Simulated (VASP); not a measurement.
# Ga (a cell with a defect) in VASP: notebook

Runs on Ga (a cell with a defect). Level: PBE. Tasks: single point.

All numbers are computed with VASP 6.6.1; they aren't measurements. Logs are shortened: lines on timing, memory, paths and dates and some standing lists are left out, and cuts for length are marked.

## 1. The cell of the first run

The cell holds a defect, 11 atoms: a = 5.678 Å, b = 5.678 Å, c = 9.055 Å, α = 61.94°, β = 61.94°, γ = 90.00°.

## 2. Single point, PBE

The input, INCAR:

```
ALGO     = Normal         # electronic algorithm
EDIFF    = 1E-6           # SCF threshold, eV
ENCUT    = 520            # plane-wave cutoff, eV
GGA      = PE             # functional
ISIF     = 2              # what is computed and relaxed
ISMEAR   = -1             # smearing method
LASPH    = True           # aspherical terms in the spheres
LCHARG   = False          # write CHGCAR
LREAL    = False          # projectors in reciprocal space
LWAVE    = False          # write WAVECAR
NBANDS   = 82             # bands
NELM     = 100            # most SCF steps
PREC     = Accurate       # precision mode
SIGMA    = 0.05           # smearing width, eV
```

The input, KPOINTS:

```
k-points
0
Gamma
  3 3 2
```

The input, POSCAR:

```
Ga
1.0
    0.0000000000      5.6784680000      0.0000000000
    5.6784680000      0.0000000000      0.0000000000
    4.2588510000      4.2588510000     -6.7613820000
Ga
11
Direct
   -0.0731814685     -0.0230214606     -0.0060477281
    0.0123044791     -0.0307273738      0.6504417292
    0.0351354153      0.4724096942     -0.0162246416
   -0.0476654833      0.4392251710      0.3444337267
   -0.0659013532      0.4482848675      0.6918536773
    0.3767608981      0.0274159692      0.0598464929
    0.5936051934      0.0731341791      0.3519209534
    0.4802949939     -0.0228713531      0.7285503171
    0.5033080700      0.5097478351      0.0351607112
    0.4389134641      0.5692789077      0.3542941369
    0.4931571310      0.5237844058      0.6574400027
```

Potentials or basis: VASP PAW PBE potentials, release 64 (Ga_d).

Run with:

```
cat potpaw_PBE.64/Ga_d/POTCAR > POTCAR
mpirun -np 1 vasp_std > vasp.out
```

OUTCAR:

```text
EDIFF = 1E-6
   ENCUT = 520
   GGA = PE
   ISIF = 2
   ISMEAR = -1
   LASPH = True
   LREAL = False
   NELM = 100
   PREC = Accurate

 ion  position               nearest neighbor table
   1  0.927  0.977  0.994-   5 2.77   3 2.83  10 2.84
   2  0.012  0.969  0.650-   8 2.77   5 2.81
   3  0.035  0.472  0.984-  11 2.75   7 2.75   1 2.83   9 2.86   8 2.87
   4  0.952  0.439  0.344-   7 2.87  10 2.91   9 2.91
   5  0.934  0.448  0.692-  11 2.68   1 2.77  10 2.80   2 2.81
   6  0.377  0.027  0.060-   9 2.71  10 2.89
   7  0.594  0.073  0.352-   3 2.75  11 2.85   4 2.87   8 2.92
   8  0.480  0.977  0.729-   2 2.77  11 2.85   9 2.86   3 2.87   7 2.92
   9  0.503  0.510  0.035-   6 2.71   3 2.86   8 2.86   4 2.91  10 2.92
  10  0.439  0.569  0.354-   5 2.80  11 2.80   1 2.84   6 2.89   4 2.91   9 2.92
  11  0.493  0.524  0.657-   5 2.68   3 2.75  10 2.80   7 2.85   8 2.85

  LATTYP: Found a base centered monoclinic cell.
 ALAT       =     8.0305664591
 B/A-ratio  =     1.0000000000
 C/A-ratio  =     0.8782878615
 COS(beta)  =    -0.2846447173

  Lattice vectors:

 A1 = (   0.0000000000,   5.6784680000,   0.0000000000)
 A2 = (   5.6784680000,   0.0000000000,   0.0000000000)
 A3 = (  -1.4196170000,  -1.4196170000,  -6.7613820000)

Analysis of symmetry for initial positions (statically):
=====================================================================
 Subroutine PRICEL returns:
 Original cell was already a primitive cell.

 Routine SETGRP: Setting up the symmetry group for a
 base centered monoclinic supercell.

 Subroutine GETGRP returns: Found  1 space group operations
 (whereof  1 operations were pure point group operations)
 out of a pool of  4 trial point group operations.

The static configuration has the point symmetry C_1 .

Analysis of symmetry for dynamics (positions and initial velocities):
=====================================================================
 Subroutine PRICEL returns:
 Original cell was already a primitive cell.

 Routine SETGRP: Setting up the symmetry group for a
 base centered monoclinic supercell.

 Subroutine GETGRP returns: Found  1 space group operations
 (whereof  1 operations were pure point group operations)
 out of a pool of  4 trial point group operations.

The dynamic configuration has the point symmetry C_1 .

[... 126 lines left out ...]
   ISIF   =      2    stress and relaxation
   ISYM   =      2    0-nonsym 1-usesym 2-fastsym
   POTIM  = 0.5000    time-step for ionic-motion
   TEBEG  =    0.0;   TEEND  =   0.0 temperature during run
   PSTRESS=    0.0 pullay stress
   NELECT =     143.0000    total number of electrons
   NUPDOWN=      -1.0000    fix difference up-down
   EMIN   =  10.00;   EMAX   =-10.00  energy-range for DOS
   EFERMI =   0.00;   METHOD = LEGACY
   ISMEAR =    -1;   SIGMA  =   0.05  broadening in eV -4-tet -1-fermi 0-gaus
   EFERMI_NEDOS =   21; number of points for ismear=-14 and -15
   IALGO  =     38    algorithm
   IMIX   =      4    mixing-type and parameters
     AMIX     =   0.40;   BMIX     =  1.00
     AMIX_MAG =   1.60;   BMIX_MAG =  1.00
  volume/ion in A,a.u.               =      19.82       133.75
  Fermi-wavevector in a.u.,A,eV,Ry     =   1.422397  2.687941 27.527496  2.023214
  Thomas-Fermi vector in A             =   2.543105
   LORBIT       =      0    0 simple, 1 ext, 2 COOP (PROOUT), +10 PAW based schemes
   GGA     = PE    functional components
   LHFCALC =     F    Hartree Fock is set to
   AEXX    =    0.0000 exact exchange contribution
   IVDW    =     0    specifies the selected vdW correction
   LEPSILON=     F    determine dielectric tensor
   LRPA    =     F    only Hartree local field effects (RPA)
 non-spin polarized calculation
  energy-cutoff  :      520.00
  volume of cell :      218.02
 maximum number of plane-waves:      5890
 NGX is ok and might be reduce to    42
   NGX = 21   NGY = 21   NGZ = 33

 number of electron     143.0000008 magnetization

 Free energy of the ion-electron system (eV)
  ---------------------------------------------------
  ext. energy  EPLUGINS =         0.00000000
  ---------------------------------------------------
  free energy    TOTEN  =       -31.99316097 eV

  energy without entropy =      -31.97757153  energy(sigma->0) =      -31.98536625

 E-fermi :   5.0441     XC(G=0): -10.7080

 val. band max:        4.9930527864   @ k =   0.0000   0.0000   0.5000
 cond. band min:       5.1585362348   @ k =  -0.3333   0.3333   0.0000
 fundamental gap:      0.1654834484
 Fermi energy:         5.0441406352

 k-point     1 :       0.0000    0.0000    0.0000
  band No.  band energies     occupation
      1     -10.0107      2.00000
      2      -9.9744      2.00000
      3      -9.9628      2.00000
      4      -9.9564      2.00000
      5      -9.9501      2.00000
      6      -9.9385      2.00000
[... 839 lines left out ...]
     81       8.3112      0.00000
     82       8.6270      0.00000

------------------------ aborting loop because EDIFF is reached ----------------------------------------

  FORCE on cell =-STRESS in cart. coord.  units (eV):
  Direction    XX          YY          ZZ          XY          YZ          ZX
  --------------------------------------------------------------------------------------
  -------------------------------------------------------------------------------------
  Total        1.2873702      1.4699804     -4.4741395      0.2040975     -0.9552242     -1.0355770
  in kB        9.4605457     10.8025001    -32.8792777      1.4998591     -7.0196917     -7.6101836
  external PRESSURE =      -4.2054106 kB  Pullay stress =       0.0000000 kB

 VOLUME and BASIS-vectors are now :
 -----------------------------------------------------------------------------
  energy-cutoff  :      520.00
  volume of cell :      218.02
      direct lattice vectors                 reciprocal lattice vectors
     0.000000000  5.678468000  0.000000000     0.000000000  0.176103836  0.110924068
     5.678468000  0.000000000  0.000000000     0.176103836  0.000000000  0.110924068
     4.258851000  4.258851000 -6.761382000     0.000000000  0.000000000 -0.147898758

 POSITION                                       TOTAL-FORCE (eV/Angst)
 -----------------------------------------------------------------------------------
      9.78084      9.49600     -6.72049        -0.024687      0.019670     -0.004772
      8.27412      2.84000     -4.39788        -0.017852     -0.003807     -0.012215
      6.87232      4.38927     -6.65168         0.003912      0.008023     -0.007578
      3.96102      6.87469     -2.32885         0.012222     -0.023061     -0.001566
      5.49207      8.25075     -4.67789        -0.007593      0.002413     -0.034974
      0.41056      2.39430     -0.40464        -0.012188      0.027496      0.019926
      1.91407      4.86955     -2.37947         0.005398     -0.050781     -0.003570
      8.65138      5.83013     -4.92601         0.008679      0.006637      0.023192
      3.04433      3.00776     -0.23773        -0.003570      0.014214     -0.000156
      4.74152      4.00124     -2.39552         0.025769     -0.005602     -0.003100
      5.77423      5.60032     -4.44520         0.009910      0.004799      0.024810
 -----------------------------------------------------------------------------------
    total drift:                                0.000098     -0.000958      0.001550

  FREE ENERGIE OF THE ION-ELECTRON SYSTEM (eV)
  ---------------------------------------------------
  free  energy   TOTEN  =       -31.9931609717 eV

  energy  without entropy=      -31.9775715267  energy(sigma->0) =      -31.98536625
```

OSZICAR:

```text
N       E                     dE             d eps       ncg     rms          rms(c)
DAV:   1     0.148067649064E+04    0.14807E+04   -0.63784E+04  1680   0.328E+03
DAV:   2     0.239582667943E+03   -0.12411E+04   -0.12161E+04  1640   0.807E+02
DAV:   3    -0.104110496556E+02   -0.24999E+03   -0.23800E+03  1820   0.234E+02
DAV:   4    -0.313496134163E+02   -0.20939E+02   -0.19846E+02  1844   0.627E+01
DAV:   5    -0.323143809611E+02   -0.96477E+00   -0.95704E+00  1912   0.150E+01    0.301E+00
DAV:   6    -0.320254215745E+02    0.28896E+00   -0.78410E-01  2016   0.113E+01    0.160E+00
DAV:   7    -0.319976705862E+02    0.27751E-01   -0.71284E-01  1952   0.977E+00    0.603E-01
DAV:   8    -0.319938695439E+02    0.38010E-02   -0.13852E-01  1760   0.842E+00    0.308E-01
DAV:   9    -0.319927758927E+02    0.10937E-02   -0.54649E-02  1856   0.206E+00    0.120E-01
DAV:  10    -0.319929265394E+02   -0.15065E-03   -0.10914E-02  1724   0.142E+00    0.608E-02
DAV:  11    -0.319930885640E+02   -0.16202E-03   -0.32700E-03  2048   0.106E+00    0.368E-02
DAV:  12    -0.319931869371E+02   -0.98373E-04   -0.15038E-03  2148   0.314E-01    0.280E-02
DAV:  13    -0.319931522352E+02    0.34702E-04   -0.41226E-04  1904   0.247E-01    0.965E-03
DAV:  14    -0.319931757929E+02   -0.23558E-04   -0.18235E-04  1916   0.169E-01    0.125E-02
DAV:  15    -0.319931625727E+02    0.13220E-04   -0.51050E-05  1724   0.828E-02    0.527E-03
DAV:  16    -0.319931613986E+02    0.11741E-05   -0.12024E-05  1936   0.417E-02    0.207E-03
DAV:  17    -0.319931609717E+02    0.42694E-06   -0.57194E-06  1522   0.416E-02
   1 F= -.31993161E+02 E0= -.31985366E+02  d E =-.155894E-01
```

stdout:

```text
POSCAR found type information on POSCAR Ga
 POSCAR found :  1 types and      11 ions
 scaLAPACK will be used
 LDA part: xc-table for (Slater+PW92), standard interpolation
 -----------------------------------------------------------------------------
|                                                                             |
|           W    W    AA    RRRRR   N    N  II  N    N   GGGG   !!!           |
|           W    W   A  A   R    R  NN   N  II  NN   N  G    G  !!!           |
|           W    W  A    A  R    R  N N  N  II  N N  N  G       !!!           |
|           W WW W  AAAAAA  RRRRR   N  N N  II  N  N N  G  GGG   !            |
|           WW  WW  A    A  R   R   N   NN  II  N   NN  G    G                |
|           W    W  A    A  R    R  N    N  II  N    N   GGGG   !!!           |
|                                                                             |
|     Your reciprocal lattice and k-lattice belong to different lattice       |
|     classes:                                                                |
|                                                                             |
|        The reciprocal lattice is base-centered monoclinic,                  |
|        whereas your k-lattice is body-centered tetragonal.                  |
|                                                                             |
|     Results are often still useful ...                                      |
|                                                                             |
 -----------------------------------------------------------------------------

 POSCAR, INCAR and KPOINTS ok, starting setup
 FFT: planning ... GRIDC
 FFT: planning ... GRID_SOFT
 FFT: planning ... GRID
 WAVECAR not read
 entering main loop
```

Wall time 2.6 min (1 thread of Intel Xeon 6975P-C (Granite Rapids), shared host); peak memory 0.4 GiB.

What came out:

```yaml
Free_energy: -31.9932 eV
Pressure: -0.4 GPa
Largest_force: 0.051 eV/Å
```

Forces in eV/Å, atoms in the order of the input:
```
Ga  -0.025  0.020 -0.005
Ga  -0.018 -0.004 -0.012
Ga   0.004  0.008 -0.008
Ga   0.012 -0.023 -0.002
Ga  -0.008  0.002 -0.035
Ga  -0.012  0.027  0.020
Ga   0.005 -0.051 -0.004
Ga   0.009  0.007  0.023
Ga  -0.004  0.014  0.000
Ga   0.026 -0.006 -0.003
Ga   0.010  0.005  0.025
```

Levels at points of the mesh, in eV from the Fermi level:
```tsv
k point	band 69	band 70	band 71	band 72	band 73	band 74	band 75	band 76
(0.00, 0.00, 0.00)	-1.29	-0.98	-0.84	-0.72	-0.51	-0.31	0.73	1.17
(0.00, 0.00, 0.50)	-1.25	-1.08	-1.02	-0.86	-0.65	-0.62	-0.05	0.40
```

Caveat: the k points lie up to 0.46 Å⁻¹ apart.

(Continued in part 2 of 2.)
